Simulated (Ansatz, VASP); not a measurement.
Two plane-wave programs on TiO

```
Ti O
1.0
     3.99276    0.00000    0.00000
     0.00000    3.99276    0.00000
     0.00000    0.00000    3.99276
Ti O
3 3
Direct
  0.50000 0.50000 0.00000
  0.00000 0.50000 0.50000
  0.50000 0.00000 0.50000
  0.00000 0.50000 0.00000
  0.50000 0.00000 0.00000
  0.00000 0.00000 0.50000
```

Alike in both runs: task single point; functional PBEsol; k mesh 10 × 10 × 10; occupations gaussian, width 0.1 eV; no spin polarisation.

|  | VASP | Ansatz |
| --- | --- | --- |
| version | VASP 6.6.1 | Ansatz 0.2.0 |
| potentials or method | VASP PAW PBE potentials, release 64 (Ti_sv, O), cutoff 520 eV | scalar-relativistic, plane waves, PAW |
| valence electrons in the cell | 54 | 54 |

VASP gave:

* gap on the k mesh at the Fermi level (eV): none
* pressure (GPa): 7.8

**Question.** Estimate Ansatz's values.

**Answer.** gap on the k mesh at the Fermi level (eV): none; pressure (GPa): 7.3.

VASP's potentials were made for PBE, not for PBEsol. A gap of «none» marks a metal or a gap that the smearing closes.
